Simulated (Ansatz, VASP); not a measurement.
Two plane-wave programs on Sn

File INCAR:

```
SYSTEM = Sn
  PREC = Accurate
  ENCUT = 520
  EDIFF = 1E-7
  ISMEAR = -1
  SIGMA = 0.1
  LREAL = .False.
  LASPH = .True.
  NELM = 100
  ALGO = Normal
  ISIF = 2
  LWAVE = .False.
  LCHARG = .False.
  GGA = B5
  ALDAX = 1.0
  AGGAX = 1.0
  AGGAC = 1.0
  ALDAC = 0.0
  NBANDS = 21
```

KPOINTS

```
regular mesh
0
Gamma
  12 12 6
  0 0 0
```

Contents of POSCAR:

```
Sn
1.0
    3.6278663843      0.0000000000      0.0000000000
   -1.8139331921      3.1418244503      0.0000000000
    0.0000000000      0.0000000000      6.0255635407
Sn
2
Direct
    0.3333333333      0.6666666667      0.2500000000
    0.6666666667      0.3333333333      0.7500000000
```

Input for Ansatz:

```yaml
crystal:
  lattice:
    - [3.6278663843, 0.0, 0.0]
    - [-1.8139331921, 3.1418244503, 0.0]
    - [0.0, 0.0, 6.0255635407]
  atoms:
    - { symbol: Sn, position: [0.3333333333, 0.6666666667, 0.25] }
    - { symbol: Sn, position: [0.6666666667, 0.3333333333, 0.75] }
hamiltonian:
  xc: blyp
  pseudopotentials:
    kind: paw
    azcp:
      Sn: "pseudopotentials/Sn.paw.azcp"
basis:
  ecutwfc: 420
  fft_grid_basis: typed
kpoints:
  mp_grid: { grid: [12, 12, 6], shift: [0, 0, 0] }
magnetization:
  spin_polarized: false
scf:
  occupations: { method: fermi_dirac, width: 0.1 }
  lower_state_search: "off"
output:
  stress: true
```

Alike in both runs: task single point; functional BLYP; k mesh 12 × 12 × 6; occupations fermi-dirac, width 0.1 eV; no spin polarisation.

```csv
,VASP,Ansatz
version,VASP 6.6.1,Ansatz 0.2.0
potentials or method,"VASP PAW PBE potentials, release 64 (Sn_d), cutoff 520 eV","plane waves (420 eV) with PAW, scalar-relativistic"
valence electrons in the cell,28,28
```

Ansatz gave:

| Item | Value |
| --- | --- |
| pressure (GPa) | -3.0 |

Task: Which values does VASP return?

Result: Pressure (GPa): -3.1.

VASP's potentials were made for PBE, not for BLYP.
